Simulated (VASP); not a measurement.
# Cu in VASP: single point with PBE+D3(BJ)

Aim: the single point of Cu with PBE+D3(BJ).

Program: VASP 6.6.1. These are calculated values, not measurements. Logs are shortened: lines on timing, memory, paths and dates and some standing lists are left out, and cuts for length are marked.

## (1) The cell of the first run

The cell holds a slab with vacuum, 21 atoms: a = 6.319 Å, b = 6.319 Å, c = 23.914 Å, α = 90.00°, β = 90.00°, γ = 120.00°.

## (2) Single point, PBE+D3(BJ)

The input, INCAR:

```
SYSTEM = Cu
ALGO = Normal
DIPOL = 0.5 0.5 0.382
EDIFF = 1E-6
ENCUT = 520
GGA = PE
IDIPOL = 3
ISIF = 2
ISMEAR = 1
IVDW = 12
LASPH = .TRUE.
LCHARG = .FALSE.
LDIPOL = .TRUE.
LREAL = Auto
LWAVE = .FALSE.
NBANDS = 132
NELM = 100
PREC = Accurate
SIGMA = 0.1
```

The input, KPOINTS:

```
k-points
0
G
  6 6 1
  0 0 0
```

The input, POSCAR:

```
Cu
1.0
    0.0000000287      6.3192971877      0.0000000000
   -5.4726719130     -3.1596485690      0.0000000000
    0.0000000000      0.0000000000     23.9135491915
Cu
21
Direct
    0.1428571667      0.7142858000      0.2927210823
    0.0000001667      0.0000001333      0.2927210823
    0.2857141667      0.4285711333      0.2927210823
    0.5714285000      0.8571428000      0.2927210823
    0.4285711667      0.1428571333      0.2927210823
    0.7142855000      0.5714284667      0.2927210823
    0.8571428333      0.2857141333      0.2927210823
    0.3336216777      0.6654711300      0.3844177426
    0.1900552049      0.9504431537      0.3809648670
    0.4781281463      0.3824691512      0.3809648670
    0.7631001700      0.8110076476      0.3844177426
    0.6175636524      0.0949496223      0.3844177426
    0.9047618333      0.5238094667      0.3841499270
    0.0461021488      0.2385160951      0.3809648670
    0.5246820472      0.6178869452      0.4728896266
    0.3789190981      0.9038892528      0.4728896266
    0.6649727200      0.3340941588      0.4730134823
    0.9548356389      0.7635985800      0.4730134823
    0.8106843548      0.0496522019      0.4728896266
    0.0944771412      0.4737356611      0.4730134823
    0.2380951667      0.1904761333      0.4653243166
```

Potentials or basis: VASP PAW PBE potentials, release 64 (Cu).

Started as:

```console
$ cat potpaw_PBE.64/Cu/POTCAR > POTCAR
$ mpirun -np 1 vasp_std > vasp.out
```

OUTCAR:

```text
SYSTEM = Cu
   EDIFF = 1E-6
   ENCUT = 520
   GGA = PE
   ISIF = 2
   ISMEAR = 1
   IVDW = 12
   LASPH = .TRUE.
   LREAL = Auto
   NELM = 100
   PREC = Accurate
 IVDW          = 12

 ion  position               nearest neighbor table
   1  0.143  0.714  0.293-   5 2.39   4 2.39   2 2.39   6 2.39   7 2.39   3 2.39   9 2.51  13 2.58
                             8 2.59
   2  0.000  0.000  0.293-   5 2.39   3 2.39   7 2.39   1 2.39   4 2.39   6 2.39   9 2.52  14 2.52
                            11 2.59
   3  0.286  0.429  0.293-   5 2.39   2 2.39   6 2.39   7 2.39   4 2.39   1 2.39  14 2.52  10 2.52
                             8 2.59
   4  0.571  0.857  0.293-   1 2.39   6 2.39   7 2.39   5 2.39   3 2.39   2 2.39  12 2.59   8 2.59
                            11 2.59
   5  0.429  0.143  0.293-   2 2.39   3 2.39   1 2.39   6 2.39   4 2.39   7 2.39  10 2.52   9 2.52
                            12 2.59
   6  0.714  0.571  0.293-   3 2.39   4 2.39   5 2.39   1 2.39   7 2.39   2 2.39  10 2.51  13 2.58
                            11 2.59
   7  0.857  0.286  0.293-   2 2.39   4 2.39   3 2.39   6 2.39   1 2.39   5 2.39  14 2.51  13 2.58
                            12 2.59
   8  0.334  0.665  0.384-  10 2.38  14 2.38   9 2.39  11 2.39  12 2.39  13 2.39  15 2.53  16 2.53
                            20 2.53   3 2.59   4 2.59   1 2.59
   9  0.190  0.950  0.381-  13 2.38  12 2.38  11 2.38   8 2.39  14 2.41  10 2.41  21 2.45   1 2.51
[... 11 lines left out ...]
  15  0.525  0.618  0.473-  17 2.36  21 2.39  18 2.39  20 2.40  16 2.40  19 2.40   8 2.53  11 2.53
                            10 2.59
  16  0.379  0.904  0.473-  18 2.36  21 2.39  20 2.39  17 2.40  19 2.40  15 2.40  12 2.53   8 2.53
                             9 2.59
  17  0.665  0.334  0.473-  15 2.36  21 2.38  19 2.39  16 2.40  20 2.40  18 2.40  12 2.53  13 2.54
                            10 2.59
  18  0.955  0.764  0.473-  16 2.36  21 2.38  15 2.39  19 2.40  20 2.40  17 2.40  11 2.53  13 2.54
                             9 2.59
  19  0.811  0.050  0.473-  20 2.36  21 2.39  17 2.39  18 2.40  16 2.40  15 2.40  11 2.53  12 2.53
                            14 2.59
  20  0.094  0.474  0.473-  19 2.36  21 2.38  16 2.39  15 2.40  17 2.40  18 2.40   8 2.53  13 2.54
                            14 2.59
  21  0.238  0.190  0.465-  17 2.38  20 2.38  18 2.38  19 2.39  16 2.39  15 2.39   9 2.45  10 2.45
                            14 2.45

  LATTYP: Found a hexagonal cell.
 ALAT       =     6.3192971877
 C/A-ratio  =     3.7842102502

  Lattice vectors:

 A1 = (   0.0000000287,   6.3192971877,   0.0000000000)
 A2 = (  -5.4726719130,  -3.1596485690,   0.0000000000)
 A3 = (   0.0000000000,   0.0000000000,  23.9135491915)

Analysis of symmetry for initial positions (statically):
=====================================================================
 Subroutine PRICEL returns:
 Original cell was already a primitive cell.

 Routine SETGRP: Setting up the symmetry group for a
 hexagonal supercell.

 Subroutine GETGRP returns: Found  3 space group operations
 (whereof  1 operations were pure point group operations)
 out of a pool of 24 trial point group operations.

The static configuration has the point symmetry C_1 .
 The point group associated with its full space group is C_3 .

Analysis of symmetry for dynamics (positions and initial velocities):
=====================================================================
 Subroutine PRICEL returns:
 Original cell was already a primitive cell.

 Routine SETGRP: Setting up the symmetry group for a
 hexagonal supercell.

 Subroutine GETGRP returns: Found  3 space group operations
 (whereof  1 operations were pure point group operations)
 out of a pool of 24 trial point group operations.

The dynamic configuration has the point symmetry C_1 .
 The point group associated with its full space group is C_3 .

 Subroutine INISYM returns: Found  3 space group operations
 (whereof  1 operations are pure point group operations),
 and found     1 'primitive' translations

----------------------------------------------------------------------------------------

                                     Primitive cell

  volume of cell :     827.0128

  direct lattice vectors                    reciprocal lattice vectors
     0.000000029  6.319297188  0.000000000    -0.091363050  0.158245446  0.000000000
    -5.472671913 -3.159648569  0.000000000    -0.182726101  0.000000001  0.000000000
     0.000000000  0.000000000 23.913549191     0.000000000  0.000000000  0.041817297

  length of vectors
     6.319297188  6.319297188 23.913549191     0.182726101  0.182726101  0.041817297

[... 61 lines left out ...]

  Length of vectors
     0.030454350  0.030454350  0.041817297

  Shift w.r.t. Gamma in fractional coordinates (k-lattice)
     0.000000000  0.000000000  0.000000000

 Subroutine IBZKPT returns following result:
 ===========================================

 Found      8 irreducible k-points:

 Following reciprocal coordinates:
            Coordinates               Weight
  0.000000  0.000000  0.000000      1.000000
  0.166667 -0.000000  0.000000      6.000000
  0.333333 -0.000000  0.000000      6.000000
  0.500000 -0.000000  0.000000      3.000000
  0.166667  0.166667  0.000000      6.000000
  0.333333  0.166667  0.000000      6.000000
 -0.333333  0.500000  0.000000      6.000000
  0.333333  0.333333  0.000000      2.000000
   k-points           NKPTS =      8   k-points in BZ     NKDIM =      8   number of bands    NBANDS=    132
   number of dos      NEDOS =    301   number of ions     NIONS =     21
   total plane-waves  NPLWV = 414720
   dimension x,y,z NGX =    48 NGY =   48 NGZ =  180
   dimension x,y,z NGXF=    96 NGYF=   96 NGZF=  360
   ions per type =              21
   NGX,Y,Z   is equivalent  to a cutoff of  12.63, 12.63, 12.51 a.u.
   NGXF,Y,Z  is equivalent  to a cutoff of  25.26, 25.26, 25.03 a.u.
 SYSTEM =  Cu
   PREC   = accura    normal or accurate (medium, high low for compatibility)
   ISTART =      0    job   : 0-new  1-cont  2-samecut
   ICHARG =      2    charge: 1-file 2-atom 10-const
   ISPIN  =      1    spin polarized calculation?
   LNONCOLLINEAR =      F non collinear calculations
   LSORBIT =      F    spin-orbit coupling
   LASPH  =      T    aspherical Exc in radial PAW
   ENCUT  =  520.0 eV  38.22 Ry    6.18 a.u.  11.75 11.75 44.46*2*pi/ulx,y,z
   NELM   =    100;   NELMIN=  2; NELMDL= -5     # of ELM steps
   EDIFF  = 0.1E-05   stopping-criterion for ELM
   LREAL  =      T    real-space projection
   EDIFFG = 0.1E-04   stopping-criterion for IOM
   NSW    =      0    number of steps for IOM
   IBRION =     -1    ionic relax: 0-MD 1-quasi-New 2-CG
   NFREE  =      0    steps in history (QN), initial steepest desc. (CG)
   ISIF   =      2    stress and relaxation
   ISYM   =      2    0-nonsym 1-usesym 2-fastsym
   POTIM  = 0.5000    time-step for ionic-motion
   TEBEG  =    0.0;   TEEND  =   0.0 temperature during run
   PSTRESS=    0.0 pullay stress
   NELECT =     231.0000    total number of electrons
   NUPDOWN=      -1.0000    fix difference up-down
   EMIN   =  10.00;   EMAX   =-10.00  energy-range for DOS
   EFERMI =   0.00;   METHOD = LEGACY
   ISMEAR =     1;   SIGMA  =   0.10  broadening in eV -4-tet -1-fermi 0-gaus
   EFERMI_NEDOS =   21; number of points for ismear=-14 and -15
   IALGO  =     38    algorithm
   IMIX   =      4    mixing-type and parameters
     AMIX     =   0.40;   BMIX     =  1.00
     AMIX_MAG =   1.60;   BMIX_MAG =  1.00
  volume/ion in A,a.u.               =      39.38       265.76
  Fermi-wavevector in a.u.,A,eV,Ry     =   1.070142  2.022275 15.581445  1.145204
  Thomas-Fermi vector in A             =   2.205843
   LORBIT       =      0    0 simple, 1 ext, 2 COOP (PROOUT), +10 PAW based schemes
   GGA     = PE    functional components
   LHFCALC =     F    Hartree Fock is set to
   AEXX    =    0.0000 exact exchange contribution
   IVDW    =    12    specifies the selected vdW correction
   LEPSILON=     F    determine dielectric tensor
   LRPA    =     F    only Hartree local field effects (RPA)
 non-spin polarized calculation
 Methfessel and Paxton  Order N= 1 SIGMA  =   0.10
  energy-cutoff  :      520.00
  volume of cell :      827.01
 maximum number of plane-waves:     22312
   NGX = 23   NGY = 23   NGZ = 89

 dipolmoment           0.000000      0.000000      0.001000 electrons x Angstroem

 number of electron     230.9999937 magnetization

 dipolmoment           0.000000      0.000000     -0.002105 electrons x Angstroem

 Free energy of the ion-electron system (eV)
  ---------------------------------------------------
  ext. energy  EPLUGINS =         0.00000000
  ---------------------------------------------------
  free energy    TOTEN  =       -70.13172131 eV

  energy without entropy =      -70.12110853  energy(sigma->0) =      -70.12818372

 E-fermi :  -1.2611     XC(G=0):  -4.3822

 val. band max:       -1.2664926920   @ k =   0.0000   0.0000   0.0000
 cond. band min:      -1.2547418277   @ k =   0.0000   0.0000   0.0000
 fundamental gap:      0.0117508643
 Fermi energy:        -1.2611479291

 k-point     1 :       0.0000    0.0000    0.0000
  band No.  band energies     occupation
      1     -10.6784      2.00000
      2      -8.7551      2.00000
      3      -7.2848      2.00000
      4      -6.7561      2.00000
      5      -6.7469      2.00000
      6      -6.7469      2.00000
[... 1029 lines left out ...]
    126       1.6989      0.00000
    127       3.4400      0.00000
 [bands above 127 left out]

------------------------ aborting loop because EDIFF is reached ----------------------------------------

 vacuum level on the upper side and lower side of the slab       (xc-potential included)        -0.175        -0.164

 Edisp (eV)   -9.10626

 E8    (eV) :    -4.1059

  FORCE on cell =-STRESS in cart. coord.  units (eV):
  Direction    XX          YY          ZZ          XY          YZ          ZX
  --------------------------------------------------------------------------------------
  -------------------------------------------------------------------------------------
  Total      26.30781    26.30781     2.60087    -0.00000    -0.00000    -0.00000
  in kB      50.96629    50.96629     5.03868    -0.00000    -0.00000    -0.00000
  external pressure =       35.66 kB  Pullay stress =        0.00 kB

 VOLUME and BASIS-vectors are now :
 -----------------------------------------------------------------------------
  energy-cutoff  :      520.00
  volume of cell :      827.01
      direct lattice vectors                 reciprocal lattice vectors
     0.000000029  6.319297188  0.000000000    -0.091363050  0.158245446  0.000000000
    -5.472671913 -3.159648569  0.000000000    -0.182726101  0.000000001  0.000000000
     0.000000000  0.000000000 23.913549191     0.000000000  0.000000000  0.041817297

 POSITION                                       TOTAL-FORCE (eV/Angst)
 -----------------------------------------------------------------------------------
     -3.90905     -1.35414      7.00000         0.068806      0.034089     -0.005506
     -0.00000      0.00000      7.00000         0.052212     -0.046908     -0.110737
     -2.34543      0.45138      7.00000        -0.066729     -0.021763     -0.110737
     -4.69086      0.90276      7.00000         0.000000     -0.000000      0.115268
     -0.78181      2.25689      7.00000         0.014518      0.068670     -0.110737
     -3.12724      2.70827      7.00000        -0.063925      0.042543     -0.005506
[... 13 lines left out ...]
     -2.59260     -0.89981     11.31143        -0.114033     -0.028299      0.096106
     -1.04241      0.90276     11.12756         0.000000     -0.000000      0.522878
 -----------------------------------------------------------------------------------
    total drift:                                0.000085     -0.000194     -0.007385

  FREE ENERGIE OF THE ION-ELECTRON SYSTEM (eV)
  ---------------------------------------------------
  free  energy   TOTEN  =       -79.2379812917 eV

  energy  without entropy=      -79.2273685036  energy(sigma->0) =      -79.23444370

 vacuum level on the upper side and lower side of the slab         3.646         3.657
```

Run time: 51 min. Hardware: 1 thread of AMD EPYC 7R43 (Zen 3), shared host; peak memory 1.1 GiB.

Results:

```yaml
Free_energy: -79.2380 eV
Largest_force: 0.523 eV/Å
Dispersion_energy_per_atom: -0.434 eV
```

Forces in eV/Å, atoms in the order of the input:
```
Cu   0.069  0.034 -0.006
Cu   0.052 -0.047 -0.111
Cu  -0.067 -0.022 -0.111
Cu   0.000  0.000  0.115
Cu   0.015  0.069 -0.111
Cu  -0.064  0.043 -0.006
Cu  -0.005 -0.077 -0.006
Cu  -0.037 -0.020 -0.195
Cu   0.022  0.018 -0.048
Cu  -0.026  0.010 -0.048
Cu   0.036 -0.022 -0.195
Cu   0.001  0.042 -0.195
Cu   0.000  0.000 -0.159
Cu   0.005 -0.028 -0.048
Cu  -0.117 -0.094  0.103
Cu  -0.023  0.149  0.103
Cu   0.033  0.113  0.096
Cu   0.082 -0.085  0.096
Cu   0.140 -0.055  0.103
Cu  -0.114 -0.028  0.096
Cu   0.000  0.000  0.523
```

Levels at points of the mesh, in eV from the Fermi level:
```tsv
k point	band 111	band 112	band 113	band 114	band 115	band 116	band 117	band 118	band 119	band 120
(0.00, 0.00, 0.00)	-0.76	-0.76	-0.75	-0.75	-0.63	-0.01	-0.01	-0.01	-0.01	0.01
(0.50, 0.00, 0.00)	-1.23	-1.17	-1.16	-0.42	-0.41	0.19	1.23	1.27	1.51	1.66
```
